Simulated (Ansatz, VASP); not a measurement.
# Sn: VASP beside Ansatz

POSCAR

```
Sn
1.0
   -1.9009675067      1.9009675067      1.8946520000
    1.9009675067     -1.9009675067      1.8946520000
    1.9009675067      1.9009675067     -1.8946520000
Sn
1
Direct
    0.0000000000      0.0000000000      0.0000000000
```

INCAR.step1

```
PREC = Accurate
ENCUT = 520
ISMEAR = -1
SIGMA = 0.05
LREAL = F
LASPH = T
NELM = 80
NBANDS = 13
GGA = PE
ALGO = Normal
EDIFF = 1E-4
LWAVE = T
LCHARG = F
```

Contents of INCAR.step2:

```
PREC = Accurate
ENCUT = 520
EDIFF = 1E-6
ISMEAR = -1
SIGMA = 0.05
LREAL = F
LASPH = T
NELM = 80
ALGO = Normal
ISIF = 2
LWAVE = F
LCHARG = F
METAGGA = R2SCAN
LMIXTAU = T
NBANDS = 13
ISTART = 1
```

File KPOINTS:

```
regular mesh
0
Gamma
  13 13 13
```

Input for Ansatz:

```yaml
crystal:
  lattice:
    - [-1.900967506666667, 1.900967506666667, 1.894652]
    - [1.900967506666667, -1.900967506666667, 1.894652]
    - [1.900967506666667, 1.900967506666667, -1.894652]
  atoms:
    - { symbol: Sn, position: [0.0, 0.0, 0.0] }
basis:
  ecutwfc: 571.4391111657479
kpoints:
  mp_grid:
    grid: [13, 13, 13]
hamiltonian:
  xc: r2scan
scf:
  occupations:
    method: fermi_dirac
    width: 0.05
output:
  stress: true
```

Alike in both runs: task single point; functional r2SCAN; k mesh 13 × 13 × 13; occupations fermi-dirac, width 0.05 eV; no spin polarisation.

```csv
,VASP,Ansatz
version,VASP 6.6.1,Ansatz 0.2.0
potentials or method,"VASP PAW PBE potentials, release 64 (Sn_d), cutoff 520 eV","plane waves, PAW"
valence electrons in the cell,14,14
```

|  | VASP | Ansatz | Ansatz less VASP |
| --- | --- | --- | --- |
| pressure (GPa) | -0.7 | -0.7 | 0.00 |
| traceless stress, the component that is largest in VASP (GPa) | -0.08 | -0.08 | -0.001 |

VASP's potentials were made for PBE, not for r2SCAN.
